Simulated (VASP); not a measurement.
# Ba (P4/mmm) in VASP: notebook

Runs on Ba. Level: PBEsol. Tasks: single point.

Program: VASP 6.6.1. These are calculated values, not measurements. Logs are shortened: lines on timing, memory, paths and dates and some standing lists are left out, and cuts for length are marked.

**1. The cell of the first run**

The structure is tetragonal, space group P4/mmm (No. 123). Conventional cell: a = 4.052 Å, b = 4.052 Å, c = 3.653 Å, α = 90.00°, β = 90.00°, γ = 90.00°. Ba (site symmetry 4/mmm) has 6 Ba at 3.65 to 4.05 Å within 4.8 Å.

**2. Single point, PBEsol**

File INCAR:

```
ALGO = Normal
EDIFF = 1E-7
ENCUT = 520
GGA = PS
ISIF = 2
ISMEAR = -1
LASPH = True
LCHARG = True
LELF = True
LREAL = False
LVHAR = True
LWAVE = False
NBANDS = 11
NELM = 80
PREC = Accurate
SIGMA = 0.15
```

File KPOINTS:

```
k-points
0
Gamma
  7 7 8
```

File POSCAR:

```
Ba
1.0
    4.0522830095      0.0000000000      0.0000000000
    0.0000000000      4.0522830095      0.0000000000
    0.0000000000      0.0000000000      3.6529857437
Ba
1
Direct
    0.5000000000      0.5000000000      0.5000000000
```

Potentials or basis: VASP PAW PBE potentials, release 64 (Ba_sv).

On the command line:

```sh
$ cat potpaw_PBE.64/Ba_sv/POTCAR > POTCAR
$ mpirun -np 1 vasp_std > vasp.out
```

OUTCAR:

```text
EDIFF = 1E-7
   ENCUT = 520
   GGA = PS
   ISIF = 2
   ISMEAR = -1
   LASPH = True
   LREAL = False
   NELM = 80
   PREC = Accurate

 ion  position               nearest neighbor table
   1  0.500  0.500  0.500-

  LATTYP: Found a simple tetragonal cell.
 ALAT       =     4.0522830095
 C/A-ratio  =     0.9014636281

  Lattice vectors:

 A1 = (   4.0522830095,   0.0000000000,   0.0000000000)
 A2 = (   0.0000000000,   4.0522830095,   0.0000000000)
 A3 = (   0.0000000000,   0.0000000000,   3.6529857437)

Analysis of symmetry for initial positions (statically):
=====================================================================
 Subroutine PRICEL returns:
 Original cell was already a primitive cell.

 Routine SETGRP: Setting up the symmetry group for a
 simple tetragonal supercell.

 Subroutine GETGRP returns: Found 16 space group operations
 (whereof 16 operations were pure point group operations)
 out of a pool of 16 trial point group operations.

The static configuration has the point symmetry D_4h.

Analysis of symmetry for dynamics (positions and initial velocities):
=====================================================================
 Subroutine PRICEL returns:
 Original cell was already a primitive cell.

 Routine SETGRP: Setting up the symmetry group for a
 simple tetragonal supercell.

 Subroutine GETGRP returns: Found 16 space group operations
 (whereof 16 operations were pure point group operations)
 out of a pool of 16 trial point group operations.

The dynamic configuration has the point symmetry D_4h.

 Subroutine INISYM returns: Found 16 space group operations
 (whereof 16 operations are pure point group operations),
 and found     1 'primitive' translations

----------------------------------------------------------------------------------------

                                     Primitive cell

  volume of cell :      59.9857

  direct lattice vectors                    reciprocal lattice vectors
     4.052283009  0.000000000  0.000000000     0.246774472  0.000000000  0.000000000
     0.000000000  4.052283009  0.000000000     0.000000000  0.246774472  0.000000000
     0.000000000  0.000000000  3.652985744     0.000000000  0.000000000  0.273748673

  length of vectors
     4.052283009  4.052283009  3.652985744     0.246774472  0.246774472  0.273748673

  position of ions in fractional coordinates (direct lattice)
     0.500000000  0.500000000  0.500000000

  ion indices of the primitive-cell ions
   primitive index   ion index
                 1           1
[... 72 lines left out ...]
   EDIFF  = 0.1E-06   stopping-criterion for ELM
   LREAL  =      F    real-space projection
   EDIFFG = 0.1E-05   stopping-criterion for IOM
   NSW    =      0    number of steps for IOM
   IBRION =     -1    ionic relax: 0-MD 1-quasi-New 2-CG
   NFREE  =      0    steps in history (QN), initial steepest desc. (CG)
   ISIF   =      2    stress and relaxation
   ISYM   =      2    0-nonsym 1-usesym 2-fastsym
   POTIM  = 0.5000    time-step for ionic-motion
   TEBEG  =    0.0;   TEEND  =   0.0 temperature during run
   PSTRESS=    0.0 pullay stress
   NELECT =      10.0000    total number of electrons
   NUPDOWN=      -1.0000    fix difference up-down
   EMIN   =  10.00;   EMAX   =-10.00  energy-range for DOS
   EFERMI =   0.00;   METHOD = LEGACY
   ISMEAR =    -1;   SIGMA  =   0.15  broadening in eV -4-tet -1-fermi 0-gaus
   EFERMI_NEDOS =   21; number of points for ismear=-14 and -15
   IALGO  =     38    algorithm
   IMIX   =      4    mixing-type and parameters
     AMIX     =   0.40;   BMIX     =  1.00
     AMIX_MAG =   1.60;   BMIX_MAG =  1.00
  volume/ion in A,a.u.               =      59.99       404.80
  Fermi-wavevector in a.u.,A,eV,Ry     =   0.901002  1.702647 11.045267  0.811804
  Thomas-Fermi vector in A             =   2.024029
   LORBIT       =      0    0 simple, 1 ext, 2 COOP (PROOUT), +10 PAW based schemes
   GGA     = PS    functional components
   LHFCALC =     F    Hartree Fock is set to
   AEXX    =    0.0000 exact exchange contribution
   IVDW    =     0    specifies the selected vdW correction
   LEPSILON=     F    determine dielectric tensor
   LRPA    =     F    only Hartree local field effects (RPA)
 non-spin polarized calculation
  energy-cutoff  :      520.00
  volume of cell :       59.99
 maximum number of plane-waves:      1637
 NGX is ok and might be reduce to    30
   NGX = 15   NGY = 15   NGZ = 13

 number of electron      10.0000000 magnetization

 Free energy of the ion-electron system (eV)
  ---------------------------------------------------
  ext. energy  EPLUGINS =         0.00000000
  ---------------------------------------------------
  free energy    TOTEN  =        -1.84676140 eV

  energy without entropy =       -1.73730705  energy(sigma->0) =       -1.79203423

 E-fermi :   1.6038     XC(G=0):  -7.6360

 val. band max:        1.5956591278   @ k =   0.1429   0.0000   0.5000
 cond. band min:       1.6156450193   @ k =   0.0000   0.0000   0.0000
 fundamental gap:      0.0199858915
 Fermi energy:         1.6037729475

 k-point     1 :       0.0000    0.0000    0.0000
  band No.  band energies     occupation
      1     -27.4502      2.00000
      2     -12.3250      2.00000
      3     -12.3250      2.00000
      4     -11.9860      2.00000
      5      -0.9668      2.00000
      6       1.5669      1.12220
      7       1.6156      0.96045
      8       6.1937      0.00000
      9       6.9975      0.00000
     10       6.9975      0.00000
     11       8.8348      0.00000
[... 309 lines left out ...]
 k-point    24 :       0.4286    0.0000    0.2500
  band No.  band energies     occupation
      1     -27.3394      2.00000
      2     -12.7961      2.00000
      3     -12.6202      2.00000
      4     -12.2036      2.00000
      5       1.2774      1.79612
      6       1.8413      0.34062
      7       3.6555      0.00000
      8       4.5029      0.00000
      9       4.7753      0.00000
     10       5.2402      0.00000
     11       7.8314      0.00000

 [... further k-points ...]
[... 5 lines left out ...]
  --------------------------------------------------------------------------------------
  -------------------------------------------------------------------------------------
  Total       -0.4870813     -0.4870813      0.7207850      0.0000000     -0.0000000     -0.0000000
  in kB      -13.0096166    -13.0096166     19.2516889      0.0000000     -0.0000000     -0.0000000
  external PRESSURE =      -2.2558481 kB  Pullay stress =       0.0000000 kB

 VOLUME and BASIS-vectors are now :
 -----------------------------------------------------------------------------
  energy-cutoff  :      520.00
  volume of cell :       59.99
      direct lattice vectors                 reciprocal lattice vectors
     4.052283009  0.000000000  0.000000000     0.246774472  0.000000000  0.000000000
     0.000000000  4.052283009  0.000000000     0.000000000  0.246774472  0.000000000
     0.000000000  0.000000000  3.652985744     0.000000000  0.000000000  0.273748673

 POSITION                                       TOTAL-FORCE (eV/Angst)
 -----------------------------------------------------------------------------------
      2.02614      2.02614      1.82649         0.000000      0.000000      0.000000
 -----------------------------------------------------------------------------------
    total drift:                                0.000000      0.000000      0.000000

  FREE ENERGIE OF THE ION-ELECTRON SYSTEM (eV)
  ---------------------------------------------------
  free  energy   TOTEN  =        -1.8467614033 eV

  energy  without entropy=       -1.7373070532  energy(sigma->0) =       -1.79203423
```

OSZICAR:

```text
N       E                     dE             d eps       ncg     rms          rms(c)
DAV:   1     0.619785817328E+02    0.61979E+02   -0.44113E+03  1100   0.741E+02
DAV:   2     0.157236095854E+01   -0.60406E+02   -0.59093E+02  1326   0.144E+02
DAV:   3    -0.170744880768E+01   -0.32798E+01   -0.32592E+01  1436   0.384E+01
DAV:   4    -0.185765353447E+01   -0.15020E+00   -0.14994E+00  1577   0.531E+00
DAV:   5    -0.185872460176E+01   -0.10711E-02   -0.10710E-02  1413   0.449E-01    0.205E+00
DAV:   6    -0.184995184528E+01    0.87728E-02   -0.11838E-02  1308   0.736E-01    0.119E+00
DAV:   7    -0.184668377391E+01    0.32681E-02   -0.17585E-02  1449   0.960E-01    0.723E-02
DAV:   8    -0.184673769995E+01   -0.53926E-04   -0.52465E-04  1335   0.134E-01    0.223E-02
DAV:   9    -0.184676277616E+01   -0.25076E-04   -0.41891E-05  1472   0.421E-02    0.900E-03
DAV:  10    -0.184676182813E+01    0.94803E-06   -0.41175E-06  1357   0.117E-02    0.143E-03
DAV:  11    -0.184676154114E+01    0.28699E-06   -0.12841E-07  1278   0.236E-03    0.746E-04
DAV:  12    -0.184676137421E+01    0.16693E-06   -0.18043E-08   706   0.852E-04    0.117E-04
DAV:  13    -0.184676140326E+01   -0.29046E-07   -0.25733E-09   649   0.303E-04
   1 F= -.18467614E+01 E0= -.17920342E+01  d E =-.109454E+00
```

Wall time 54 s (1 thread of AMD EPYC 7R13, shared host); peak memory 0.15 GiB.

What came out:

```yaml
Free_energy: -1.8468 eV
Pressure: -0.2 GPa
Band_gap_on_the_k_mesh: zero (band 5 reaches 1.87 eV, above the bottom of band 6 at 1.40 eV)
```

Levels at points of the mesh, in eV from the Fermi level:
```tsv
k point	band 3	band 4	band 5	band 6	band 7	band 8
(0.00, 0.00, 0.00)	-13.93	-13.59	-2.57	-0.04	0.01	4.59
(0.00, 0.00, 0.50)	-13.78	-13.78	-0.32	0.94	1.23	2.10
```

Caveat: the PAW data sets were made with another functional, which shifts forces and pressure a little; spin-orbit coupling is left out, which moves the levels of the heavy elements.

**3. Single point, PBEsol**

This run uses another cell than the first one, of 61.14 Å³/atom, 1.019 times its volume.

File INCAR:

```
PREC = Accurate
ENCUT = 520
EDIFF = 1E-6
ISMEAR = -1
SIGMA = 0.15
LREAL = F
LASPH = T
NELM = 60
ALGO = Normal
ISIF = 2
LWAVE = F
LCHARG = F
GGA = PS
NBANDS = 11
```

File KPOINTS:

```
Automatic mesh
0
Gamma
  7 7 8
```

File POSCAR:

```
Ba
1.0
    4.0780944252      0.0000000000      0.0000000000
    0.0000000000      4.0780944252      0.0000000000
    0.0000000000      0.0000000000      3.6762537961
Ba
1
Direct
    0.5000000000      0.5000000000      0.5000000000
```

Potentials or basis: VASP PAW PBE potentials, release 64 (Ba_sv).

On the command line:

```sh
$ cat potpaw_PBE.64/Ba_sv/POTCAR > POTCAR
$ mpirun -np 1 vasp_std > vasp.out
```

Wall time 40 s (1 thread of AMD EPYC 7R13, shared host); peak memory 0.15 GiB.

The run converged. Its results:

| Property | Result |
| --- | --- |
| Free energy | -1.8447 eV |
| Pressure | -0.3 GPa |
| Band gap on the k mesh | zero (band 5 reaches 1.80 eV, above the bottom of band 6 at 1.36 eV) |

Stress tensor (GPa, compression positive):
```
-1.38  0.00  0.00
 0.00 -1.38  0.00
 0.00  0.00  1.72
```

Levels at points of the mesh, in eV from the Fermi level:
```
           k point  band 2  band 3  band 4  band 5  band 6  band 7  band 8  band 9
(0.00, 0.00, 0.00)  -13.96  -13.96  -13.64   -2.57   -0.03    0.03    4.51    5.29
(0.00, 0.00, 0.50)  -14.88  -13.82  -13.82   -0.34    0.94    1.19    2.07    2.07
```

Caveat: the PAW data sets were made with another functional, which shifts forces and pressure a little; spin-orbit coupling is left out, which moves the levels of the heavy elements.
